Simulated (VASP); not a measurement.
# BaTiO3 (Barioperovskite) (Amm2) in VASP: notebook

BaTiO3 (Barioperovskite) is run at these levels: PBE, r2SCAN; tasks: single point.

All numbers are computed with VASP 6.6.1; they aren't measurements. Logs are shortened: lines on timing, memory, paths and dates and some standing lists are left out, and cuts for length are marked.

## (1) The cell of the first run

The structure is orthorhombic, space group Amm2 (No. 38). The conventional cell has a = 3.964 Å, b = 5.716 Å, c = 5.748 Å, α = 90.00°, β = 90.00°, γ = 90.00°. Ba (site symmetry mm2) has 12 O at 2.77 to 2.98 Å and 8 Ti at 3.42 to 3.57 Å within 3.7 Å. Ti (site symmetry mm2) has 6 O at 1.85 to 2.21 Å within 2.5 Å. Within 2.6 Å of O (site symmetry mm2) lie 2 Ti at 1.99 Å. Within 2.5 Å of O (site symmetry m) lie 2 Ti at 1.85 to 2.21 Å.

## (2) Single point, PBE

The input, INCAR:

```
SYSTEM = BaTiO3
PREC = Accurate
ENCUT = 520
EDIFF = 1E-6
ISMEAR = 0
SIGMA = 0.01
LREAL = .FALSE.
LASPH = .TRUE.
NELM = 100
ALGO = Normal
ISIF = 2
LWAVE = .FALSE.
LCHARG = .FALSE.
GGA = PE
NBANDS = 28
```

The input, KPOINTS:

```
Automatic mesh
0
G
  6 6 6
  0 0 0
```

The input, POSCAR:

```
BaTiO3
1.0
    3.9639119613      0.0000000000      0.0000000000
    0.0000000000      2.8578041302      2.8740130838
    0.0000000000     -2.8578041302      2.8740130838
Ba Ti O
1 1 3
Direct
    0.0000000000      0.0083355545      0.0083355545
    0.5000000000      0.5238905359      0.5238905359
    0.0000000000      0.4902347299      0.4902347299
    0.5000000000      0.4941788742      0.9802403056
    0.5000000000      0.9802403056      0.4941788742
```

Potentials or basis: VASP PAW PBE potentials, release 64 (Ba_sv, Ti_sv, O).

Launch:

```sh
$ cat potpaw_PBE.64/Ba_sv/POTCAR potpaw_PBE.64/Ti_sv/POTCAR potpaw_PBE.64/O/POTCAR > POTCAR
$ mpirun -np 1 vasp_std > vasp.out
```

OUTCAR:

```text
SYSTEM = BaTiO3
   PREC = Accurate
   ENCUT = 520
   EDIFF = 1E-6
   ISMEAR = 0
   LREAL = .FALSE.
   LASPH = .TRUE.
   NELM = 100
   ISIF = 2
   GGA = PE

 ion  position               nearest neighbor table
   1  0.000  0.008  0.008-   3 2.77   4 2.80   5 2.80   4 2.80   5 2.80   3 2.86   3 2.86   5 2.88
                             4 2.88   5 2.88   4 2.88   3 2.98   2 3.42   2 3.42   2 3.48   2 3.48
   2  0.500  0.524  0.524-   4 1.85   5 1.85   3 1.99   3 1.99   5 2.21   4 2.21   1 3.42   1 3.42
                             1 3.48   1 3.48   1 3.48   1 3.48   1 3.57   1 3.57
   3  0.000  0.490  0.490-   2 1.99   2 1.99   1 2.77   1 2.86   1 2.86   1 2.98
   4  0.500  0.494  0.980-   2 1.85   2 2.21   1 2.80   1 2.80   1 2.88   1 2.88
   5  0.500  0.980  0.494-   2 1.85   2 2.21   1 2.80   1 2.80   1 2.88   1 2.88

  LATTYP: Found a base centered orthorhombic cell.
 ALAT       =     5.7156082604
 B/A-ratio  =     1.0056718210
 C/A-ratio  =     0.6935240802

  Lattice vectors:

 A1 = (   0.0000000000,   2.8578041302,  -2.8740130838)
 A2 = (   0.0000000000,   2.8578041302,   2.8740130838)
 A3 = (   3.9639119613,   0.0000000000,   0.0000000000)

Analysis of symmetry for initial positions (statically):
=====================================================================
 Subroutine PRICEL returns:
 Original cell was already a primitive cell.

 Routine SETGRP: Setting up the symmetry group for a
 base centered orthorhombic supercell.

 Subroutine GETGRP returns: Found  4 space group operations
 (whereof  4 operations were pure point group operations)
 out of a pool of  8 trial point group operations.

The static configuration has the point symmetry C_2v.

Analysis of symmetry for dynamics (positions and initial velocities):
=====================================================================
 Subroutine PRICEL returns:
 Original cell was already a primitive cell.

 Routine SETGRP: Setting up the symmetry group for a
 base centered orthorhombic supercell.

 Subroutine GETGRP returns: Found  4 space group operations
 (whereof  4 operations were pure point group operations)
 out of a pool of  8 trial point group operations.

The dynamic configuration has the point symmetry C_2v.

 Subroutine INISYM returns: Found  4 space group operations
 (whereof  4 operations are pure point group operations),
 and found     1 'primitive' translations

----------------------------------------------------------------------------------------

                                     Primitive cell

  volume of cell :      65.1141

  direct lattice vectors                    reciprocal lattice vectors
     3.963911961  0.000000000  0.000000000     0.252276037  0.000000000  0.000000000
     0.000000000  2.857804130  2.874013084     0.000000000  0.174959506  0.173972764
     0.000000000 -2.857804130  2.874013084     0.000000000 -0.174959506  0.173972764

  length of vectors
     3.963911961  4.053023026  4.053023026     0.252276037  0.246733361  0.246733361

  position of ions in fractional coordinates (direct lattice)
     0.000000000  0.008335555  0.008335555
     0.500000000  0.523890536  0.523890536
     0.000000000  0.490234730  0.490234730
     0.500000000  0.494178874  0.980240306
     0.500000000  0.980240306  0.494178874

  ion indices of the primitive-cell ions
   primitive index   ion index
                 1           1
                 2           2
                 3           3
                 4           4
                 5           5

----------------------------------------------------------------------------------------

 KPOINTS: Automatic mesh

Automatic generation of k-mesh.
 Grid dimensions read from file:
 generate k-points for:    6    6    6

 Generating k-lattice:

  Cartesian coordinates                     Fractional coordinates (reciprocal lattice)
     0.042046006  0.000000000  0.000000000     0.166666667  0.000000000  0.000000000
     0.000000000  0.029159918  0.028995461     0.000000000  0.166666667  0.000000000
     0.000000000 -0.029159918  0.028995461     0.000000000  0.000000000  0.166666667

  Length of vectors
     0.042046006  0.041122227  0.041122227

  Shift w.r.t. Gamma in fractional coordinates (k-lattice)
     0.000000000  0.000000000  0.000000000

 Subroutine IBZKPT returns following result:
 ===========================================

 Found     52 irreducible k-points:

 Following reciprocal coordinates:
            Coordinates               Weight
  0.000000  0.000000  0.000000      1.000000
  0.166667  0.000000  0.000000      2.000000
  0.333333  0.000000  0.000000      2.000000
  0.500000  0.000000  0.000000      1.000000
  0.000000  0.166667 -0.000000      4.000000
  0.166667  0.166667 -0.000000      8.000000
[... 16 lines left out ...]
  0.333333  0.333333  0.166667      8.000000
  0.500000  0.333333  0.166667      4.000000
 [... further k-points ...]
   k-points           NKPTS =     52   k-points in BZ     NKDIM =     52   number of bands    NBANDS=     28
   number of dos      NEDOS =    301   number of ions     NIONS =      5
   total plane-waves  NPLWV =  27000
   dimension x,y,z NGX =    30 NGY =   30 NGZ =   30
   dimension x,y,z NGXF=    60 NGYF=   60 NGZF=   60
   ions per type =               1   1   3
   NGX,Y,Z   is equivalent  to a cutoff of  12.58, 12.31, 12.31 a.u.
   NGXF,Y,Z  is equivalent  to a cutoff of  25.16, 24.61, 24.61 a.u.
 SYSTEM =  BaTiO3
   PREC   = accura    normal or accurate (medium, high low for compatibility)
   ISTART =      0    job   : 0-new  1-cont  2-samecut
   ICHARG =      2    charge: 1-file 2-atom 10-const
   ISPIN  =      1    spin polarized calculation?
   LNONCOLLINEAR =      F non collinear calculations
   LSORBIT =      F    spin-orbit coupling
   LASPH  =      T    aspherical Exc in radial PAW
   ENCUT  =  520.0 eV  38.22 Ry    6.18 a.u.   7.37  7.54  7.54*2*pi/ulx,y,z
   NELM   =    100;   NELMIN=  2; NELMDL= -5     # of ELM steps
   EDIFF  = 0.1E-05   stopping-criterion for ELM
   LREAL  =      F    real-space projection
   EDIFFG = 0.1E-04   stopping-criterion for IOM
   NSW    =      0    number of steps for IOM
   IBRION =     -1    ionic relax: 0-MD 1-quasi-New 2-CG
   NFREE  =      0    steps in history (QN), initial steepest desc. (CG)
   ISIF   =      2    stress and relaxation
   ISYM   =      2    0-nonsym 1-usesym 2-fastsym
   POTIM  = 0.5000    time-step for ionic-motion
   TEBEG  =    0.0;   TEEND  =   0.0 temperature during run
   PSTRESS=    0.0 pullay stress
   NELECT =      40.0000    total number of electrons
   NUPDOWN=      -1.0000    fix difference up-down
   EMIN   =  10.00;   EMAX   =-10.00  energy-range for DOS
   EFERMI =   0.00;   METHOD = LEGACY
   ISMEAR =     0;   SIGMA  =   0.01  broadening in eV -4-tet -1-fermi 0-gaus
   EFERMI_NEDOS =   21; number of points for ismear=-14 and -15
   IALGO  =     38    algorithm
   IMIX   =      4    mixing-type and parameters
     AMIX     =   0.40;   BMIX     =  1.00
     AMIX_MAG =   1.60;   BMIX_MAG =  1.00
  volume/ion in A,a.u.               =      13.02        87.88
  Fermi-wavevector in a.u.,A,eV,Ry     =   1.391671  2.629876 26.351041  1.936747
  Thomas-Fermi vector in A             =   2.515487
   LORBIT       =      0    0 simple, 1 ext, 2 COOP (PROOUT), +10 PAW based schemes
   GGA     = PE    functional components
   LHFCALC =     F    Hartree Fock is set to
   AEXX    =    0.0000 exact exchange contribution
   IVDW    =     0    specifies the selected vdW correction
   LEPSILON=     F    determine dielectric tensor
   LRPA    =     F    only Hartree local field effects (RPA)
 non-spin polarized calculation
 Gauss-broadening in eV      SIGMA  =   0.01
  energy-cutoff  :      520.00
  volume of cell :       65.11
 maximum number of plane-waves:      1781
 NGX is ok and might be reduce to    30
   NGX = 15   NGY = 15   NGZ = 15

 number of electron      39.9999991 magnetization

 Free energy of the ion-electron system (eV)
  ---------------------------------------------------
  ext. energy  EPLUGINS =         0.00000000
  ---------------------------------------------------
  free energy    TOTEN  =       -40.02044505 eV

  energy without entropy =      -40.02044505  energy(sigma->0) =      -40.02044505

 E-fermi :   3.7883     XC(G=0): -11.1575

 val. band max:        3.7138896543   @ k =   0.5000   0.5000   0.5000
 cond. band min:       5.9545578988   @ k =   0.0000   0.0000   0.0000
 fundamental gap:      2.2406682444
 Fermi energy:         3.7883192125

 k-point     1 :       0.0000    0.0000    0.0000
  band No.  band energies     occupation
      1     -52.6546      2.00000
      2     -28.9301      2.00000
      3     -28.9292      2.00000
      4     -28.8632      2.00000
      5     -21.1855      2.00000
      6     -13.1367      2.00000
[... 20 lines left out ...]
     27       8.8562      0.00000
     28      10.8590      0.00000

 k-point     2 :       0.1667    0.0000    0.0000
  band No.  band energies     occupation
      1     -52.6543      2.00000
      2     -28.9295      2.00000
      3     -28.9287      2.00000
      4     -28.8779      2.00000
      5     -21.1557      2.00000
      6     -13.1545      2.00000
[... 20 lines left out ...]
     27       9.3595      0.00000
     28      11.5229      0.00000

 k-point     3 :       0.3333    0.0000    0.0000
  band No.  band energies     occupation
      1     -52.6537      2.00000
      2     -28.9284      2.00000
      3     -28.9275      2.00000
      4     -28.9071      2.00000
      5     -21.0948      2.00000
      6     -13.2707      2.00000
[... 20 lines left out ...]
     27      10.4629      0.00000
     28      11.9039      0.00000

 k-point     4 :       0.5000    0.0000    0.0000
  band No.  band energies     occupation
      1     -52.6534      2.00000
      2     -28.9278      2.00000
      3     -28.9268      2.00000
      4     -28.9216      2.00000
      5     -21.0637      2.00000
      6     -13.3507      2.00000
[... 578 lines left out ...]
     27      11.1411      0.00000
     28      12.0732      0.00000

 k-point    23 :       0.3333    0.3333    0.1667
  band No.  band energies     occupation
      1     -52.6529      2.00000
      2     -28.9609      2.00000
      3     -28.9377      2.00000
      4     -28.9045      2.00000
      5     -21.0237      2.00000
      6     -12.9057      2.00000
[... 20 lines left out ...]
     27      11.8377      0.00000
     28      11.9833      0.00000

 k-point    24 :       0.5000    0.3333    0.1667
  band No.  band energies     occupation
      1     -52.6526      2.00000
      2     -28.9600      2.00000
      3     -28.9371      2.00000
      4     -28.9188      2.00000
      5     -21.0012      2.00000
      6     -12.8595      2.00000
[... 20 lines left out ...]
     27      11.8349      0.00000
     28      12.2128      0.00000

 [... further k-points ...]

------------------------ aborting loop because EDIFF is reached ----------------------------------------

  FORCE on cell =-STRESS in cart. coord.  units (eV):
  Direction    XX          YY          ZZ          XY          YZ          ZX
  --------------------------------------------------------------------------------------
  -------------------------------------------------------------------------------------
  Total        1.9335651      2.0251778      1.9550457      0.0000000      0.0000000      0.0000000
  in kB       47.5766853     49.8308789     48.1052312      0.0000000      0.0000000      0.0000000
  external PRESSURE =      48.5042652 kB  Pullay stress =       0.0000000 kB

 VOLUME and BASIS-vectors are now :
 -----------------------------------------------------------------------------
  energy-cutoff  :      520.00
  volume of cell :       65.11
      direct lattice vectors                 reciprocal lattice vectors
     3.963911961  0.000000000  0.000000000     0.252276037  0.000000000  0.000000000
     0.000000000  2.857804130  2.874013084     0.000000000  0.174959506  0.173972764
     0.000000000 -2.857804130  2.874013084     0.000000000 -0.174959506  0.173972764

 POSITION                                       TOTAL-FORCE (eV/Angst)
 -----------------------------------------------------------------------------------
      0.00000      0.00000      0.04791         0.000000      0.000000     -0.018363
      1.98196      0.00000      3.01134         0.000000      0.000000     -0.128279
      0.00000      0.00000      2.81788         0.000000      0.000000     -0.027594
      1.98196     -1.38907      4.23750         0.000000     -0.121366      0.087118
      1.98196      1.38907      4.23750         0.000000      0.121366      0.087118
 -----------------------------------------------------------------------------------
    total drift:                                0.000000      0.000001     -0.000705

  FREE ENERGIE OF THE ION-ELECTRON SYSTEM (eV)
  ---------------------------------------------------
  free  energy   TOTEN  =       -40.0204450466 eV

  energy  without entropy=      -40.0204450466  energy(sigma->0) =      -40.02044505
```

It took 99 s on 1 thread of Intel Xeon Platinum 8375C at 2.90GHz (Ice Lake), shared host; peak memory 0.23 GiB.

What came out:

| Item | Value |
| --- | --- |
| Free energy | -40.0204 eV |
| Pressure | 4.9 GPa |
| Largest force | 0.149 eV/Å |
| Band gap on the k mesh | 2.24 eV, indirect (least direct gap 2.69 eV) |

Forces on the atoms (eV/Å):
```
Ba   0.000  0.000 -0.018
Ti   0.000  0.000 -0.128
O    0.000  0.000 -0.028
O    0.000 -0.121  0.087
O    0.000  0.121  0.087
```

Stress tensor (GPa, compression positive):
```
4.76 0.00 0.00
0.00 4.98 0.00
0.00 0.00 4.81
```

Caveat: spin-orbit coupling is left out, which moves the levels of the heavy elements. A hybrid or GW would open this gap; PBE tends to underestimate it.

## (3) Single point, r2SCAN

POSCAR is that of step 2.

The input, INCAR.step1:

```
PREC     = Accurate       # precision mode
ENCUT    = 520            # plane-wave cutoff, eV
ISMEAR   = 0              # smearing method
SIGMA    = 0.01           # smearing width, eV
LREAL    = False          # projectors in reciprocal space
LASPH    = True           # aspherical terms in the spheres
NELM     = 80             # most SCF steps
NBANDS   = 28             # bands
GGA      = PE             # functional
ALGO     = Normal         # electronic algorithm
EDIFF    = 1E-4           # SCF threshold, eV
LWAVE    = True           # write WAVECAR
LCHARG   = False          # write CHGCAR
```

The input, INCAR.step2:

```
PREC     = Accurate       # precision mode
ENCUT    = 520            # plane-wave cutoff, eV
EDIFF    = 1E-7           # SCF threshold, eV
ISMEAR   = 0              # smearing method
SIGMA    = 0.01           # smearing width, eV
LREAL    = False          # projectors in reciprocal space
LASPH    = True           # aspherical terms in the spheres
NELM     = 80             # most SCF steps
ALGO     = Normal         # electronic algorithm
ISIF     = 2              # what is computed and relaxed
LWAVE    = False          # write WAVECAR
LCHARG   = False          # write CHGCAR
METAGGA  = R2SCAN         # meta-GGA
LMIXTAU  = True         
NBANDS   = 28             # bands
ISTART   = 1
```

The input, KPOINTS:

```
regular mesh
0
Gamma
  6 6 6
```

Potentials or basis: VASP PAW PBE potentials, release 64 (Ba_sv, Ti_sv, O).

Launch:

```sh
$ cat potpaw_PBE.64/Ba_sv/POTCAR potpaw_PBE.64/Ti_sv/POTCAR potpaw_PBE.64/O/POTCAR > POTCAR
$ cp INCAR.step1 INCAR
$ mpirun -np 1 vasp_std > vasp.out
$ cp INCAR.step2 INCAR
$ mpirun -np 1 vasp_std > vasp.out
```

Run time: 4.4 min. Hardware: 1 thread of Intel Xeon Platinum 8375C at 2.90GHz (Ice Lake), shared host; peak memory 0.24 GiB.

Results (log left out):

- Free energy: -74.2667 eV
- Pressure: 1.9 GPa
- Largest force: 0.168 eV/Å
- Band gap on the k mesh: 2.64 eV, indirect (least direct gap 3.11 eV)

Forces on the atoms (eV/Å):
```
Ba   0.000  0.000 -0.030
Ti   0.000  0.000 -0.168
O    0.000  0.000  0.024
O    0.000 -0.078  0.087
O    0.000  0.078  0.087
```

Stress tensor (GPa, compression positive):
```
1.80 0.00 0.00
0.00 1.99 0.00
0.00 0.00 1.86
```

Levels at points of the mesh, in eV from the valence-band top:
```
           k point  band 18  band 19  band 20  band 21  band 22  band 23
(0.00, 0.00, 0.00)    -0.57    -0.55    -0.47     2.64     2.86     2.93
(0.50, 0.00, 0.00)    -1.54    -1.25    -1.14     3.03     4.05     4.26
(0.00, 0.50, 0.00)    -1.69    -1.00    -0.83     2.86     4.11     4.13
(0.50, 0.50, 0.00)    -0.98    -0.94    -0.08     4.16     4.18     4.53
(0.00, 0.50, 0.50)    -0.96    -0.88    -0.29     4.11     4.16     4.44
(0.50, 0.50, 0.50)    -0.21    -0.03     0.00     4.64     4.68     4.82
```

Caveat: the PAW data sets were made with another functional, which shifts forces and pressure a little; spin-orbit coupling is left out, which moves the levels of the heavy elements.
